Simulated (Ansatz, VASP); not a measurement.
One calculation of InSe, two programs

```xyz
4
Lattice="1.9933 1.1508 8.2889 -1.9933 1.1508 8.2889 0.0000 -2.3017 8.2889" Properties=species:S:1:pos:R:3 pbc="T T T"
In    0.0000    0.0000    0.0000
In    0.0000    0.0000    2.7900
Se    0.0000    0.0000   15.3054
Se    0.0000    0.0000   20.6392
```

Change from the starting cell: volume scaled by 0.99, PAW files.

Alike in both runs: task electric field gradients; functional PBEsol; k mesh 7 × 7 × 7; occupations fermi-dirac, width 0.01 eV; no spin polarisation.

|  | VASP | Ansatz |
| --- | --- | --- |
| version | VASP 6.6.1 | Ansatz 0.2.0 |
| potentials or method | VASP PAW PBE potentials, release 64 (In_d, Se) | PAW with Ansatz's default frozen-core files, scalar-relativistic |
| plane-wave cutoff (eV) | 520 | 420 |
| valence electrons in the cell | 38 | 58 |

|  | VASP | Ansatz | Ansatz less VASP |
| --- | --- | --- | --- |
| gap on the k mesh at the Fermi level (eV) | 0.68 | 0.69 | +0.009 |
| pressure (GPa) | 0.9 | 0.8 | -0.07 |
| traceless stress, the component that is largest in VASP (GPa) | -0.42 | -0.41 | +0.012 |
| rms of the force components (eV/Å) | 0.096 | 0.085 | -0.0108 |
| size of Vzz on the site where it differs most (V/Å²) | 61.8 | 64.0 | +2.21 |

VASP's potentials were made for PBE, not for PBEsol. Atom by atom the forces differ by 0.012 eV/Å (rms over components). With one functional, cell and mesh, what is left measures potentials, basis and numerics. VASP's potentials hold 38 valence electrons a cell and Ansatz's 58, so a difference there can come from the potentials and not from the codes.
